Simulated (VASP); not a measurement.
Here is a VASP 6.6.1 calculation.

File POSCAR:

```
ZrS
1.0
    0.0000000000      2.6124645028      2.6124645028
    2.6124645028      0.0000000000      2.6124645028
    2.6124645028      2.6124645028      0.0000000000
Zr S
1 1
Direct
    0.0000000000      0.0000000000      0.0000000000
    0.5000000000      0.5000000000      0.5000000000
```

Contents of INCAR.step1:

```
PREC = Accurate
ENCUT = 520
ISMEAR = 0
SIGMA = 0.1
LREAL = False
LASPH = True
NELM = 60
NBANDS = 16
GGA = PE
ALGO = Normal
EDIFF = 1E-4
LWAVE = True
LCHARG = False
```

File INCAR.step2:

```
PREC = Accurate
ENCUT = 520
EDIFF = 1E-7
ISMEAR = 0
SIGMA = 0.1
LREAL = False
LASPH = True
NELM = 60
ALGO = Normal
ISIF = 2
LWAVE = False
LCHARG = True
METAGGA = R2SCAN
LMIXTAU = True
LELF = True
LVHAR = True
NBANDS = 16
ISTART = 1
```

The input KPOINTS:

```
Automatic mesh
0
Gamma
  14 14 14
```

Potentials or basis: VASP PAW PBE potentials, release 64 (Zr_sv, S).

Launch:

```sh
$ cat potpaw_PBE.64/Zr_sv/POTCAR potpaw_PBE.64/S/POTCAR > POTCAR
$ cp INCAR.step1 INCAR
$ mpirun -np 1 vasp_std > vasp.out
$ cp INCAR.step2 INCAR
$ mpirun -np 1 vasp_std > vasp.out
```

Predict the pressure.

0.0 GPa.

Predict the band gap on the k mesh.

zero (band 9 reaches 12.65 eV, above the bottom of band 10 at 9.66 eV).

Caveat: the PAW data sets were made with another functional, which shifts forces and pressure a little.
